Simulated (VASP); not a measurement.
The system is Ir.

```
Ir
1.0
     4.31125    0.00000    0.00000
    -2.15563    3.73365    0.00000
     0.00000    0.00000    4.75938
Ir
4
Cartesian
  0.0000 0.0000 1.1898
  0.0000 0.0000 3.5695
  0.0000 2.4891 3.5695
  2.1556 1.2446 1.1898
```

```yaml
Program: VASP 6.6.1
Task: relaxation of cell and atoms
Functional: PBE
Potentials_or_basis: VASP PAW PBE potentials, release 64 (Ir)
Cutoff: 600 eV
k_mesh: 6 × 6 × 4
Occupations: gaussian, width 0.1 eV
Spin: no spin polarisation
```

At the start: pressure 0.5 GPa; volume 19.15 Å³/atom.

Task: How do energy, volume and symmetry change on relaxing?

Result: Over 6 steps the energy falls by 10.9 meV/atom and the volume is 19.29 Å³/atom (+0.7 %); space group P6_3/mmc (No. 194, to 0.05 Å).

Step by step:
```csv
step,energy change (eV),largest force (eV/Å),pressure (GPa),volume (Å³)
1,0.0000,0.0000,0.47,76.61
2,-0.0393,0.0000,0.42,77.18
3,-0.0437,0.0000,0.35,77.04
4,-0.0436,0.0000,0.34,77.03
5,-0.0430,0.0000,-0.77,77.46
6,-0.0438,0.0000,0.02,77.16
```

Final structure:
```
CELL_PARAMETERS angstrom
4.27251 0.00000 0.00000
-2.13625 3.70010 0.00000
0.00000 0.00000 4.88087
ATOMIC_POSITIONS crystal
Ir 0.00000 0.00000 0.25000
Ir 0.00000 0.00000 0.75000
Ir 0.33333 0.66667 0.75000
Ir 0.66667 0.33333 0.25000
```
